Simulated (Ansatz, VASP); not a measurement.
Two plane-wave programs on MgCdSe2

```
Mg Cd Se
1.0
     1.99162    1.14986    6.49924
    -1.99162    1.14986    6.49924
     0.00000   -2.29972    6.49924
Mg Cd Se
1 1 2
Direct
  0.50000 0.50000 0.50000
  0.00000 0.00000 0.00000
  0.24653 0.24653 0.24653
  0.75347 0.75347 0.75347
```

Alike in both runs: functional PBE; k mesh 12 × 12 × 12; occupations gaussian, width 0.02 eV; no spin polarisation.

Ansatz relaxed the structure, and its values are those at the end. VASP's run is a single point on that final structure, the one shown.

```csv
,VASP,Ansatz
version,VASP 6.6.1,Ansatz 0.2.0
potentials or method,"VASP PAW PBE potentials, release 64 (Mg, Cd, Se), cutoff 520 eV","scalar-relativistic, plane waves, PAW"
valence electrons in the cell,26,62
```

|  | VASP | Ansatz | Ansatz less VASP |
| --- | --- | --- | --- |
| gap on the k mesh at the Fermi level (eV) | 0.57 | 0.59 | +0.018 |
| least direct gap on the mesh (eV) | 0.78 | 0.79 | +0.015 |
| pressure (GPa) | 0.1 | 0.0 | -0.12 |
| rms of the force components (eV/Å) | 0.017 | 0.002 | -0.0156 |

The functional is the same, so the differences come from potentials, cutoffs and numerics. VASP's potentials hold 26 valence electrons a cell and Ansatz's 62, so a difference there can come from the potentials and not from the codes.
